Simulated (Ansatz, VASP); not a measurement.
**BaTiO3 in VASP and in Ansatz**

Contents of INCAR:

```
SYSTEM = BaTiO3
PREC = Accurate
ENCUT = 520
EDIFF = 1E-7
ISMEAR = -5
SIGMA = 0.1
LREAL = .False.
LASPH = .True.
NELM = 150
ALGO = Normal
ISIF = 2
LWAVE = .False.
LCHARG = .False.
LMAXMIX = 4
LDAU = .True.
LDAUTYPE = 2
LDAUL = -1 2 -1
LDAUU = 0 5 0
LDAUJ = 0 0 0
LDAUPRINT = 1
GGA = PE
NBANDS = 28
```

Contents of KPOINTS:

```
Automatic mesh
0
Gamma
  5 5 5
  0 0 0
```

The input POSCAR:

```
BaTiO3
1.0
    4.0141288600      0.0000000000      0.0000000000
    0.0109991200      4.0141088100      0.0000000000
    0.0109991200      0.0109690400      4.0140987800
Ba Ti O
1 1 3
Direct
    0.0000000000      0.0000000000      0.0000000000
    0.4847000000      0.4847000000      0.4847000000
    0.5088000000      0.5088000000      0.0183000000
    0.0183000000      0.5088000000      0.5088000000
    0.5088000000      0.0183000000      0.5088000000
```

Input for Ansatz:

```yaml
crystal:
  lattice:
    - [4.01412886, 0.0, 0.0]
    - [0.01099912, 4.01410881, 0.0]
    - [0.01099912, 0.01096904, 4.01409878]
  atoms:
    - { symbol: Ba, position: [0.0, 0.0, 0.0] }
    - { symbol: Ti, position: [0.4847, 0.4847, 0.4847] }
    - { symbol: O, position: [0.5088, 0.5088, 0.0183] }
    - { symbol: O, position: [0.0183, 0.5088, 0.5088] }
    - { symbol: O, position: [0.5088, 0.0183, 0.5088] }
  symmetry: { tolerance: 0.0003 }
kpoints:
  mp_grid: { grid: [5, 5, 5], shift: [0, 0, 0] }
magnetization:
  spin_polarized: false
scf:
  occupations: { method: tetrahedron }
  mixing: { preconditioner: resta }
hamiltonian:
  pseudopotentials: { kind: paw }
  xc: pbe
  hubbard: { sites: [{ species: Ti, l: d, u_eff: 5.0 }], double_counting: fll }
basis:
  ecutwfc: 420
output:
  forces: true
  stress: true
  eigenvalues: true
```

Alike in both runs: task single point; functional PBE; k mesh 5 × 5 × 5; occupations tetrahedron; no spin polarisation; Hubbard terms Ti d U = 5.0 eV.

|  | VASP | Ansatz |
| --- | --- | --- |
| version | VASP 6.6.1 | Ansatz 0.2.0 |
| potentials or method | VASP PAW PBE potentials, release 64 (Ba_sv, Ti_sv, O), cutoff 520 eV | PAW plane waves |
| valence electrons in the cell | 40 | 40 |

```tsv
	VASP	Ansatz	Ansatz less VASP
gap on the k mesh at the Fermi level (eV)	3.02	3.06	+0.039
pressure (GPa)	10.0	5.6	-4.37
traceless stress, the component that is largest in VASP (GPa)	-0.30	-0.07	+0.232
rms of the force components (eV/Å)	0.540	0.228	-0.3128
```

The programs project onto different local orbitals, so the same U acts differently, and such runs can settle in different states. Atom by atom the forces differ by 0.316 eV/Å (rms over components). Ansatz's warnings: band table not solved further, structure snapped to symmetry, tetrahedron derivatives may miss energy slope.

Spin-orbit coupling is off throughout.
